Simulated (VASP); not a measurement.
# BN (P6_3/mmc) in VASP: notebook

The runs below take BN through single point, relaxation of cell and atoms, with PBE+D3(BJ).

All numbers are computed with VASP 6.6.1; they aren't measurements. Logs are shortened: lines on timing, memory, paths and dates and some standing lists are left out, and cuts for length are marked.

## Step 1: The cell of the first run

Symmetry: P6_3/mmc, No. 194, hexagonal system. The conventional cell has a = 2.498 Å, b = 2.498 Å, c = 6.077 Å, α = 90.00°, β = 90.00°, γ = 120.00°. Within 1.9 Å of B (site symmetry -6m2) lie 3 N at 1.44 Å. Within 1.9 Å of N (site symmetry -6m2) lie 3 B at 1.44 Å.

## Step 2: Single point, PBE+D3(BJ)

The input, INCAR:

```
SYSTEM = BN
PREC = Accurate
ENCUT = 520
EDIFF = 1E-6
ISMEAR = 0
SIGMA = 0.01
LREAL = .FALSE.
LASPH = .TRUE.
NELM = 80
ALGO = Normal
ISIF = 2
LWAVE = .FALSE.
LCHARG = .FALSE.
GGA = PE
IVDW = 12
NBANDS = 16
```

The input, KPOINTS:

```
Automatic mesh
0
G
  12 12 4
  0 0 0
```

The input, POSCAR:

```
BN
1.0
    2.4978649209      0.0000000000      0.0000000000
   -1.2489324605      2.1632144767      0.0000000000
    0.0000000000      0.0000000000      6.0772272664
B N
2 2
Direct
    0.3333333333      0.6666666667      0.2500000000
    0.6666666667      0.3333333333      0.7500000000
    0.3333333333      0.6666666667      0.7500000000
    0.6666666667      0.3333333333      0.2500000000
```

Potentials or basis: VASP PAW PBE potentials, release 64 (B, N).

On the command line:

```bash
$ cat potpaw_PBE.64/B/POTCAR potpaw_PBE.64/N/POTCAR > POTCAR
$ mpirun -np 1 vasp_std > vasp.out
```

OUTCAR:

```text
SYSTEM = BN
   PREC = Accurate
   ENCUT = 520
   EDIFF = 1E-6
   ISMEAR = 0
   LREAL = .FALSE.
   LASPH = .TRUE.
   NELM = 80
   ISIF = 2
   GGA = PE
   IVDW = 12
 IVDW          = 12

 ion  position               nearest neighbor table
   1  0.333  0.667  0.250-   4 1.44   4 1.44   4 1.44
   2  0.667  0.333  0.750-   3 1.44   3 1.44   3 1.44
   3  0.333  0.667  0.750-   2 1.44   2 1.44   2 1.44
   4  0.667  0.333  0.250-   1 1.44   1 1.44   1 1.44

  LATTYP: Found a hexagonal cell.
 ALAT       =     2.4978649209
 C/A-ratio  =     2.4329687388

  Lattice vectors:

 A1 = (   2.4978649209,   0.0000000000,   0.0000000000)
 A2 = (  -1.2489324605,   2.1632144767,   0.0000000000)
 A3 = (   0.0000000000,   0.0000000000,   6.0772272664)

Analysis of symmetry for initial positions (statically):
=====================================================================
 Subroutine PRICEL returns:
 Original cell was already a primitive cell.

 Routine SETGRP: Setting up the symmetry group for a
 hexagonal supercell.

 Subroutine GETGRP returns: Found 24 space group operations
 (whereof 12 operations were pure point group operations)
 out of a pool of 24 trial point group operations.

The static configuration has the point symmetry D_3d.
 The point group associated with its full space group is D_6h.

Analysis of symmetry for dynamics (positions and initial velocities):
=====================================================================
 Subroutine PRICEL returns:
 Original cell was already a primitive cell.

 Routine SETGRP: Setting up the symmetry group for a
 hexagonal supercell.

 Subroutine GETGRP returns: Found 24 space group operations
 (whereof 12 operations were pure point group operations)
 out of a pool of 24 trial point group operations.

The dynamic configuration has the point symmetry D_3d.
 The point group associated with its full space group is D_6h.

 Subroutine INISYM returns: Found 24 space group operations
 (whereof 12 operations are pure point group operations),
 and found     1 'primitive' translations

----------------------------------------------------------------------------------------

                                     Primitive cell

  volume of cell :      32.8378

  direct lattice vectors                    reciprocal lattice vectors
     2.497864921  0.000000000  0.000000000     0.400341905  0.231137506  0.000000000
    -1.248932461  2.163214477  0.000000000     0.000000000  0.462275013  0.000000000
[... 94 lines left out ...]
   NFREE  =      0    steps in history (QN), initial steepest desc. (CG)
   ISIF   =      2    stress and relaxation
   ISYM   =      2    0-nonsym 1-usesym 2-fastsym
   POTIM  = 0.5000    time-step for ionic-motion
   TEBEG  =    0.0;   TEEND  =   0.0 temperature during run
   PSTRESS=    0.0 pullay stress
   NELECT =      16.0000    total number of electrons
   NUPDOWN=      -1.0000    fix difference up-down
   EMIN   =  10.00;   EMAX   =-10.00  energy-range for DOS
   EFERMI =   0.00;   METHOD = LEGACY
   ISMEAR =     0;   SIGMA  =   0.01  broadening in eV -4-tet -1-fermi 0-gaus
   EFERMI_NEDOS =   21; number of points for ismear=-14 and -15
   IALGO  =     38    algorithm
   IMIX   =      4    mixing-type and parameters
     AMIX     =   0.40;   BMIX     =  1.00
     AMIX_MAG =   1.60;   BMIX_MAG =  1.00
  volume/ion in A,a.u.               =       8.21        55.40
  Fermi-wavevector in a.u.,A,eV,Ry     =   1.288220  2.434383 22.579027  1.659512
  Thomas-Fermi vector in A             =   2.420187
   LORBIT       =      0    0 simple, 1 ext, 2 COOP (PROOUT), +10 PAW based schemes
   GGA     = PE    functional components
   LHFCALC =     F    Hartree Fock is set to
   AEXX    =    0.0000 exact exchange contribution
   IVDW    =    12    specifies the selected vdW correction
   LEPSILON=     F    determine dielectric tensor
   LRPA    =     F    only Hartree local field effects (RPA)
 non-spin polarized calculation
 Gauss-broadening in eV      SIGMA  =   0.01
  energy-cutoff  :      520.00
  volume of cell :       32.84
 maximum number of plane-waves:       910
 NGX is ok and might be reduce to    20
   NGX =  9   NGY =  9   NGZ = 23

 number of electron      16.0000000 magnetization

 Free energy of the ion-electron system (eV)
  ---------------------------------------------------
  ext. energy  EPLUGINS =         0.00000000
  ---------------------------------------------------
  free energy    TOTEN  =       -35.05249815 eV

  energy without entropy =      -35.05249815  energy(sigma->0) =      -35.05249815

 E-fermi :   3.1860     XC(G=0): -10.6714

 val. band max:        3.1389851285   @ k =   0.3333   0.2500   0.0000
 cond. band min:       7.2491700765   @ k =   0.5000   0.0000   0.0000
 fundamental gap:      4.1101849479
 Fermi energy:         3.1860227113

 k-point     1 :       0.0000    0.0000    0.0000
  band No.  band energies     occupation
      1     -14.9166      2.00000
      2     -14.3586      2.00000
      3      -3.6384      2.00000
      4      -0.4504      2.00000
      5       1.7223      2.00000
      6       1.7223      2.00000
[... 433 lines left out ...]
      3      -3.8833      2.00000
      4      -3.7529      2.00000
      5      -0.5467      2.00000
      6      -0.4508      2.00000
[... 8 lines left out ...]
     15      20.4587      0.00000
     16      21.7141      0.00000

 [... further k-points ...]

------------------------ aborting loop because EDIFF is reached ----------------------------------------

 Edisp (eV)   -0.63081

 E8    (eV) :    -0.1865

  FORCE on cell =-STRESS in cart. coord.  units (eV):
  Direction    XX          YY          ZZ          XY          YZ          ZX
  --------------------------------------------------------------------------------------
  -------------------------------------------------------------------------------------
  Total       0.85908     0.85908     0.78575    -0.00000     0.00000     0.00000
  in kB      41.91524    41.91524    38.33734    -0.00000     0.00000     0.00000
  external pressure =       40.72 kB  Pullay stress =        0.00 kB

 VOLUME and BASIS-vectors are now :
 -----------------------------------------------------------------------------
  energy-cutoff  :      520.00
  volume of cell :       32.84
      direct lattice vectors                 reciprocal lattice vectors
     2.497864921  0.000000000  0.000000000     0.400341905  0.231137506  0.000000000
    -1.248932461  2.163214477  0.000000000     0.000000000  0.462275013  0.000000000
     0.000000000  0.000000000  6.077227266     0.000000000  0.000000000  0.164548725

 POSITION                                       TOTAL-FORCE (eV/Angst)
 -----------------------------------------------------------------------------------
     -0.00000      1.44214      1.51931         0.000000      0.000000      0.000000
      1.24893      0.72107      4.55792         0.000000      0.000000      0.000000
     -0.00000      1.44214      4.55792        -0.000000     -0.000000      0.000000
      1.24893      0.72107      1.51931        -0.000000     -0.000000      0.000000
 -----------------------------------------------------------------------------------
    total drift:                               -0.000000      0.000000      0.000000

  FREE ENERGIE OF THE ION-ELECTRON SYSTEM (eV)
  ---------------------------------------------------
  free  energy   TOTEN  =       -35.6833078425 eV

  energy  without entropy=      -35.6833078425  energy(sigma->0) =      -35.68330784
```

stdout:

```text
POSCAR found type information on POSCAR B N
 POSCAR found :  2 types and       4 ions
 scaLAPACK will be used
 LDA part: xc-table for (Slater+PW92), standard interpolation
 POSCAR, INCAR and KPOINTS ok, starting setup
 FFT: planning ... GRIDC
 FFT: planning ... GRID_SOFT
 FFT: planning ... GRID
 WAVECAR not read
 entering main loop
```

Wall time 35 s (1 thread of Intel Xeon 8259CL, shared host); peak memory 0.17 GiB.

What came out:

```
Free energy                : -35.6833 eV
Pressure                   : 4.1 GPa
Band gap on the k mesh     : 4.11 eV (least direct gap 4.42 eV)
Dispersion energy per atom : -0.158 eV
```

Caveat: the cell stands under pressure. A k mesh can miss the band edges.

## Step 3: Relaxation of cell and atoms, PBE+D3(BJ), target pressure 4 GPa, at which the enthalpy is minimised

This run uses another cell than the first one, of 8.97 Å³/atom.

The input, INCAR:

```
PREC = Accurate
ENCUT = 600
EDIFF = 1E-6
ISMEAR = 0
SIGMA = 0.01
LREAL = F
LASPH = T
NELM = 60
ALGO = Normal
ISIF = 3
LWAVE = F
LCHARG = F
GGA = PE
IVDW = 12
IBRION = 2
NSW = 80
EDIFFG = -0.003
PSTRESS = 40.0
```

The input, KPOINTS:

```
Automatic mesh
0
Gamma
  12 12 4
```

The input, POSCAR:

```
BN
1.0
    2.4982400000      0.0000000000      0.0000000000
   -1.2491200000      2.1635393048      0.0000000000
    0.0000000000      0.0000000000      6.6357000000
B N
2 2
Direct
    0.3333333333      0.6666666667      0.2500000000
    0.6666666667      0.3333333333      0.7500000000
    0.3333333333      0.6666666667      0.7500000000
    0.6666666667      0.3333333333      0.2500000000
```

Potentials or basis: VASP PAW PBE potentials, release 64 (B, N).

On the command line:

```bash
$ cat potpaw_PBE.64/B/POTCAR potpaw_PBE.64/N/POTCAR > POTCAR
$ mpirun -np 1 vasp_std > vasp.out
```

It took 5.4 min on 1 thread of Intel Xeon 8259CL, shared host; peak memory 0.18 GiB.

Results (log left out):

| Property | Result |
| --- | --- |
| Free energy | -35.6920 eV |
| Relaxed volume | 8.17 Å³/atom |
| Relaxed cell | a = 2.498 Å, b = 2.498 Å, c = 6.048 Å, α = 90.00°, β = 90.00°, γ = 120.00° |
| Space group after relaxing (to 0.1 Å) | P6_3/mmc (No. 194) |
| Energy change on relaxing (the run minimises the enthalpy) | +7.3 meV/atom |
| Ionic steps | 19 |
| Pressure after relaxing | 4.0 GPa |
| Band gap on the k mesh | 4.11 eV (least direct gap 4.40 eV) |
| Dispersion energy per atom | -0.159 eV |

Step by step:
```tsv
step	energy change (eV)	largest force (eV/Å)	pressure (GPa)	volume (Å³)
1	0.0000	0.0000	2.26	35.87
2	0.0017	0.0000	3.27	35.36
3	0.0136	0.0000	6.04	34.11
4	0.0812	0.0000	12.92	31.65
5	0.0308	0.0000	8.37	33.20
6	0.0292	0.0000	7.83	33.12
7	0.0273	0.0000	6.22	32.89
8	0.0373	0.0000	3.10	32.41
9	0.0311	0.0000	4.31	32.60
10	0.0315	0.0000	4.22	32.59
11	0.0311	0.0000	4.20	32.60
12	0.0301	0.0000	4.07	32.64
13	0.0282	0.0000	3.84	32.72
14	0.0291	0.0000	3.96	32.68
15	0.0290	0.0000	3.95	32.68
16	0.0286	0.0000	3.91	32.70
17	0.0289	0.0000	3.92	32.69
18	0.0290	0.0000	3.94	32.69
19	0.0291	0.0000	3.99	32.68
```

Final structure:
```
CELL_PARAMETERS angstrom
2.49784 0.00000 0.00000
-1.24892 2.16319 0.00000
0.00000 0.00000 6.04818
ATOMIC_POSITIONS crystal
B 0.33333 0.66667 0.25000
B 0.66667 0.33333 0.75000
N 0.33333 0.66667 0.75000
N 0.66667 0.33333 0.25000
```

Levels at points of the mesh, in eV from the valence-band top:
```csv
k point,band 6,band 7,band 8,band 9,band 10,band 11
"(0.00, 0.00, 0.00)",-1.42,-1.33,-1.33,5.90,11.34,11.46
"(0.50, 0.00, 0.00)",-4.12,-1.89,-0.30,4.11,6.09,9.65
"(0.00, 0.00, 0.50)",-1.38,-1.38,-1.38,8.78,8.78,11.58
"(0.50, 0.00, 0.50)",-4.20,-1.02,-1.02,4.65,4.65,9.98
```

Caveat: the cell is relaxed towards a set pressure, so the run minimises the enthalpy, not the energy. PBE gaps usually lie below the measured ones, often by a third to a half.
